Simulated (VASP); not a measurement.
# Al107SbN108 (a cell with a defect) in VASP: single point with PBEsol

Aim: the single point of Al107SbN108 (a cell with a defect) with PBEsol.

Everything below comes from runs of VASP 6.6.1. Logs are shortened: lines on timing, memory, paths and dates and some standing lists are left out, and cuts for length are marked.

### Step 1. The cell of the first run

The cell holds a defect, 216 atoms: a = 13.133 Å, b = 13.133 Å, c = 13.133 Å, α = 90.00°, β = 90.00°, γ = 90.00°.

### Step 2. Single point, PBEsol

Contents of INCAR:

```
SYSTEM = Al107SbN108
PREC = Accurate
ENCUT = 520
EDIFF = 1E-6
ISMEAR = -1
SIGMA = 0.05
LREAL = Auto
LASPH = .True.
NELM = 120
ALGO = Normal
ISIF = 2
LWAVE = .False.
LCHARG = .True.
GGA = PS
LELF = .True.
LVHAR = .True.
NBANDS = 547
GGA_COMPAT = .False.
NCORE = 4
```

Contents of KPOINTS:

```
regular mesh
0
Gamma
  1 1 1
  0 0 0
```

Contents of POSCAR:

```
Al107SbN108
1.0
   13.1331660000      0.0000000000      0.0000000000
    0.0000000000     13.1331660000      0.0000000000
    0.0000000000      0.0000000000     13.1331660000
Al N Sb
107 108 1
Direct
    0.0003070000      0.0002960000      0.9997130000
    0.9998760000      0.9998670000      0.3335190000
    0.9999260000      0.9999130000      0.6667700000
    0.0005090000      0.3333010000      0.9996720000
    0.0004140000      0.3333760000      0.3332810000
    0.0002690000      0.3332250000      0.6671410000
[... 208 lines left out ...]
    0.7502680000      0.9165560000      0.9160510000
    0.4856330000      0.4856280000      0.3187920000
```

Potentials or basis: VASP PAW PBE potentials, release 64 (Al, N, Sb).

Run with:

```sh
cat potpaw_PBE.64/Al/POTCAR potpaw_PBE.64/N/POTCAR potpaw_PBE.64/Sb/POTCAR > POTCAR
mpirun -np 4 vasp_gam > vasp.out
```

OUTCAR:

```text
SYSTEM = Al107SbN108
   PREC = Accurate
   ENCUT = 520
   EDIFF = 1E-6
   ISMEAR = -1
   LREAL = Auto
   LASPH = .True.
   NELM = 120
   ISIF = 2
   GGA = PS

 ion  position               nearest neighbor table
   1  0.000  0.000  1.000- 197 1.89 182 1.89 108 1.89 159 1.90  56 3.09  83 3.09  45 3.09  34 3.09
                            54 3.09  81 3.09  72 3.09  87 3.09  51 3.09  74 3.10  89 3.10  28 3.10
   2  1.000  1.000  0.334- 180 1.89 195 1.89 109 1.89 160 1.90  46 3.06  35 3.06  29 3.09  72 3.09
                            87 3.09  55 3.10  82 3.10  73 3.10  88 3.10  52 3.10  54 3.10  81 3.10
   3  1.000  1.000  0.667- 196 1.89 181 1.89 110 1.89 161 1.89  47 3.09  36 3.09  55 3.09  82 3.09
                            74 3.09  89 3.09  30 3.09  73 3.09  88 3.09  56 3.10  83 3.10  53 3.10
   4  0.001  0.333  1.000- 191 1.89 185 1.89 153 1.89 111 1.89  59 3.08  48 3.09  75 3.09  31 3.09
                            77 3.09  28 3.09  83 3.09  57 3.09  45 3.10  81 3.10  86 3.10  84 3.10
   5  0.000  0.333  0.333- 189 1.89 112 1.90 183 1.90 154 1.90  57 3.09  49 3.09  58 3.09  29 3.09
                            32 3.09  76 3.10  84 3.10  46 3.10  81 3.10  75 3.10  85 3.10  82 3.11
   6  0.000  0.333  0.667- 113 1.89 190 1.89 155 1.89 184 1.90  76 3.08  33 3.08  58 3.08  77 3.09
                            59 3.09  30 3.09  83 3.09  86 3.09  47 3.10  82 3.10  85 3.10  50 3.10
   7  0.000  0.667  0.999- 114 1.89 194 1.89 188 1.89 156 1.89  48 3.08  78 3.08  62 3.08  60 3.09
                            89 3.09  51 3.09  34 3.09  31 3.09  86 3.10  80 3.10  87 3.10  84 3.11
   8  0.000  0.667  0.333- 192 1.89 186 1.89 115 1.90 157 1.90  32 3.09  78 3.09  35 3.09  60 3.09
                            52 3.09  88 3.09  61 3.10  79 3.10  49 3.10  87 3.10  84 3.10  85 3.10
   9  1.000  0.667  0.666- 193 1.89 116 1.89 187 1.89 158 1.89  33 3.08  61 3.09  88 3.09  53 3.09
                            80 3.09  89 3.09  85 3.09  36 3.10  86 3.10  62 3.10  50 3.10  79 3.10
  10  0.333  0.000  1.000- 164 1.89 206 1.89 141 1.89 117 1.89  92 3.08  42 3.09  96 3.09  37 3.09
                            98 3.09  28 3.09  56 3.09  90 3.09  34 3.10  54 3.10  65 3.10  63 3.10
  11  0.333  0.000  0.333- 162 1.89 118 1.90 204 1.90 142 1.90  90 3.09  43 3.09  91 3.09  29 3.09
                            38 3.09  97 3.10  63 3.10  35 3.10  54 3.10  96 3.10  64 3.10  55 3.11
  12  0.333  0.000  0.667- 119 1.89 163 1.89 143 1.89 205 1.90  97 3.08  39 3.08  91 3.08  98 3.09
                            92 3.09  30 3.09  56 3.09  65 3.09  36 3.10  55 3.10  64 3.10  44 3.10
  13  0.334  0.334  1.000- 167 1.90 200 1.90 120 1.90 135 1.90  68 3.09  95 3.09  93 3.09  66 3.09
                            92 3.09  59 3.09  28 3.10  40 3.10  31 3.10  37 3.10  90 3.11  57 3.11
  14  0.333  0.333  0.334- 136 1.90 198 1.91 165 1.91 121 1.95 216 2.85  90 3.09  57 3.09  29 3.09
                            91 3.10  58 3.10  38 3.11  32 3.11  93 3.12  66 3.12  67 3.18  94 3.18
  15  0.333  0.333  0.667- 137 1.89 122 1.90 166 1.90 199 1.90  67 3.05  94 3.05  30 3.09  59 3.09
                            92 3.09  58 3.10  91 3.10  95 3.10  68 3.10  41 3.10  33 3.12  39 3.12
[... 290 lines left out ...]
 214  0.750  0.916  0.583-  53 1.89  21 1.89  73 1.89 106 1.89
 215  0.750  0.917  0.916-  51 1.89  74 1.89 107 1.89  19 1.89
 216  0.486  0.486  0.319- 201 2.11 121 2.11 174 2.11 148 2.14  14 2.85  93 2.85  66 2.85  69 3.23
                           102 3.23  17 3.23  23 3.23  94 3.23  67 3.23  70 3.36  26 3.36 103 3.36

  LATTYP: Found a simple cubic cell.
 ALAT       =    13.1331660000

  Lattice vectors:

 A1 = (  13.1331660000,   0.0000000000,   0.0000000000)
 A2 = (   0.0000000000,  13.1331660000,   0.0000000000)
 A3 = (   0.0000000000,   0.0000000000,  13.1331660000)

Analysis of symmetry for initial positions (statically):
=====================================================================
 Subroutine PRICEL returns:
 Original cell was already a primitive cell.

 Routine SETGRP: Setting up the symmetry group for a
 simple cubic supercell.

 Subroutine GETGRP returns: Found  1 space group operations
 (whereof  1 operations were pure point group operations)
 out of a pool of 48 trial point group operations.

The static configuration has the point symmetry C_1 .

Analysis of symmetry for dynamics (positions and initial velocities):
=====================================================================
 Subroutine PRICEL returns:
 Original cell was already a primitive cell.

 Routine SETGRP: Setting up the symmetry group for a
 simple cubic supercell.

 Subroutine GETGRP returns: Found  1 space group operations
 (whereof  1 operations were pure point group operations)
 out of a pool of 48 trial point group operations.

The dynamic configuration has the point symmetry C_1 .

 Subroutine INISYM returns: Found  1 space group operations
 (whereof  1 operations are pure point group operations),
 and found     1 'primitive' translations

----------------------------------------------------------------------------------------

                                     Primitive cell

  volume of cell :    2265.2091

  direct lattice vectors                    reciprocal lattice vectors
    13.133166000  0.000000000  0.000000000     0.076143102  0.000000000  0.000000000
     0.000000000 13.133166000  0.000000000     0.000000000  0.076143102  0.000000000
     0.000000000  0.000000000 13.133166000     0.000000000  0.000000000  0.076143102

  length of vectors
    13.133166000 13.133166000 13.133166000     0.076143102  0.076143102  0.076143102

  position of ions in fractional coordinates (direct lattice)
     0.000307000  0.000296000  0.999713000
     0.999876000  0.999867000  0.333519000
     0.999926000  0.999913000  0.666770000
     0.000509000  0.333301000  0.999672000
     0.000414000  0.333376000  0.333281000
     0.000269000  0.333225000  0.667141000
[... 20 lines left out ...]
     0.666258000  0.666245000  0.666067000
     0.167024000  0.167013000  0.000184000
   k-points           NKPTS =      1   k-points in BZ     NKDIM =      1   number of bands    NBANDS=    547
   number of dos      NEDOS =    301   number of ions     NIONS =    216
   total plane-waves  NPLWV = 941192
   dimension x,y,z NGX =    98 NGY =   98 NGZ =   98
   dimension x,y,z NGXF=   196 NGYF=  196 NGZF=  196
   ions per type =             107 108   1
   NGX,Y,Z   is equivalent  to a cutoff of  12.41, 12.41, 12.41 a.u.
   NGXF,Y,Z  is equivalent  to a cutoff of  24.81, 24.81, 24.81 a.u.
 SYSTEM =  Al107SbN108
   PREC   = accura    normal or accurate (medium, high low for compatibility)
   ISTART =      0    job   : 0-new  1-cont  2-samecut
   ICHARG =      2    charge: 1-file 2-atom 10-const
   ISPIN  =      1    spin polarized calculation?
   LNONCOLLINEAR =      F non collinear calculations
   LSORBIT =      F    spin-orbit coupling
   LASPH  =      T    aspherical Exc in radial PAW
   ENCUT  =  520.0 eV  38.22 Ry    6.18 a.u.  24.42 24.42 24.42*2*pi/ulx,y,z
   NELM   =    120;   NELMIN=  2; NELMDL= -5     # of ELM steps
   EDIFF  = 0.1E-05   stopping-criterion for ELM
   LREAL  =      T    real-space projection
   EDIFFG = 0.1E-04   stopping-criterion for IOM
   NSW    =      0    number of steps for IOM
   IBRION =     -1    ionic relax: 0-MD 1-quasi-New 2-CG
   NFREE  =      0    steps in history (QN), initial steepest desc. (CG)
   ISIF   =      2    stress and relaxation
   ISYM   =      2    0-nonsym 1-usesym 2-fastsym
   POTIM  = 0.5000    time-step for ionic-motion
   TEBEG  =    0.0;   TEEND  =   0.0 temperature during run
   PSTRESS=    0.0 pullay stress
   NELECT =     866.0000    total number of electrons
   NUPDOWN=      -1.0000    fix difference up-down
   EMIN   =  10.00;   EMAX   =-10.00  energy-range for DOS
   EFERMI =   0.00;   METHOD = LEGACY
   ISMEAR =    -1;   SIGMA  =   0.05  broadening in eV -4-tet -1-fermi 0-gaus
   EFERMI_NEDOS =   21; number of points for ismear=-14 and -15
   IALGO  =     38    algorithm
   IMIX   =      4    mixing-type and parameters
     AMIX     =   0.40;   BMIX     =  1.00
     AMIX_MAG =   1.60;   BMIX_MAG =  1.00
  volume/ion in A,a.u.               =      10.49        70.77
  Fermi-wavevector in a.u.,A,eV,Ry     =   1.188168  2.245313 19.207948  1.411744
  Thomas-Fermi vector in A             =   2.324304
   LORBIT       =      0    0 simple, 1 ext, 2 COOP (PROOUT), +10 PAW based schemes
   GGA     = PS    functional components
   LHFCALC =     F    Hartree Fock is set to
   AEXX    =    0.0000 exact exchange contribution
   IVDW    =     0    specifies the selected vdW correction
   LEPSILON=     F    determine dielectric tensor
   LRPA    =     F    only Hartree local field effects (RPA)
 non-spin polarized calculation
  energy-cutoff  :      520.00
  volume of cell :     2265.21
 maximum number of plane-waves:     30603
 NGX is ok and might be reduce to    98
   NGX = 49   NGY = 49   NGZ = 49

 number of electron     866.0000004 magnetization

 Free energy of the ion-electron system (eV)
  ---------------------------------------------------
  ext. energy  EPLUGINS =         0.00000000
  ---------------------------------------------------
  free energy    TOTEN  =     -1679.85174656 eV

  energy without entropy =    -1679.85109729  energy(sigma->0) =    -1679.85142193

 E-fermi :   8.6064     XC(G=0): -11.1199

 val. band max:        8.2080782815   @ k =   0.0000   0.0000   0.0000
 cond. band min:       9.0403948420   @ k =   0.0000   0.0000   0.0000
 fundamental gap:      0.8323165605
 Fermi energy:         8.6063780905

 k-point     1 :       0.0000    0.0000    0.0000
  band No.  band energies     occupation
      1      -9.1419      2.00000
      2      -8.7750      2.00000
      3      -8.5461      2.00000
      4      -8.5461      2.00000
      5      -8.5195      2.00000
      6      -8.5157      2.00000
[... 437 lines left out ...]
    444      10.7357      0.00000
    445      10.8529      0.00000
 [bands above 445 left out]

------------------------ aborting loop because EDIFF is reached ----------------------------------------

  FORCE on cell =-STRESS in cart. coord.  units (eV):
  Direction    XX          YY          ZZ          XY          YZ          ZX
  --------------------------------------------------------------------------------------
  -------------------------------------------------------------------------------------
  Total       11.6847931     11.6830436     11.7173471     -4.3916957     -4.3891650     -4.3921624
  in kB        8.2646279      8.2633905      8.2876533     -3.1062365     -3.1044466     -3.1065666
  external PRESSURE =       8.2718906 kB  Pullay stress =       0.0000000 kB

 VOLUME and BASIS-vectors are now :
 -----------------------------------------------------------------------------
  energy-cutoff  :      520.00
  volume of cell :     2265.21
      direct lattice vectors                 reciprocal lattice vectors
    13.133166000  0.000000000  0.000000000     0.076143102  0.000000000  0.000000000
     0.000000000 13.133166000  0.000000000     0.000000000  0.076143102  0.000000000
     0.000000000  0.000000000 13.133166000     0.000000000  0.000000000  0.076143102

 POSITION                                       TOTAL-FORCE (eV/Angst)
 -----------------------------------------------------------------------------------
      0.00403      0.00389     13.12940         0.000619      0.000563      0.000574
     13.13154     13.13142      4.38016         0.001912      0.001687     -0.002869
     13.13219     13.13202      8.75680         0.001722      0.002170     -0.000397
      0.00668      4.37730     13.12886        -0.000131      0.000243     -0.000198
      0.00544      4.37828      4.37703         0.003657      0.001016     -0.000471
      0.00353      4.37630      8.76167         0.000124     -0.001128     -0.000933
[... 208 lines left out ...]
      9.85339     12.03728     12.03065        -0.001140     -0.000931      0.000177
      6.37790      6.37783      4.18675        -0.016411     -0.019284     -0.023820
 -----------------------------------------------------------------------------------
    total drift:                                0.026935      0.023810     -0.015479

  FREE ENERGIE OF THE ION-ELECTRON SYSTEM (eV)
  ---------------------------------------------------
  free  energy   TOTEN  =     -1679.8517465611 eV

  energy  without entropy=    -1679.8510972938  energy(sigma->0) =    -1679.85142193
```

Wall time 13 min (4 MPI ranks of Intel Xeon Platinum 8375C at 2.90GHz (Ice Lake), shared host); peak memory 0.61 GiB.

What came out:

| Item | Value |
| --- | --- |
| Free energy | -1679.8517 eV |
| Pressure | 0.8 GPa |
| Largest force | 0.045 eV/Å |
| Band gap on the k mesh | 0.83 eV |

Stress tensor (GPa, compression positive):
```
 0.83 -0.31 -0.31
-0.31  0.83 -0.31
-0.31 -0.31  0.83
```

Levels at points of the mesh, in eV from the valence-band top:
```csv
k point,band 431,band 432,band 433,band 434,band 435,band 436
"(0.00, 0.00, 0.00)",-2.33,-2.33,0.00,0.83,0.83,0.99
```

Caveat: the k points lie up to 0.48 Å⁻¹ apart; the PAW data sets were made with another functional, which shifts forces and pressure a little; spin-orbit coupling is left out, which moves the levels of the heavy elements.
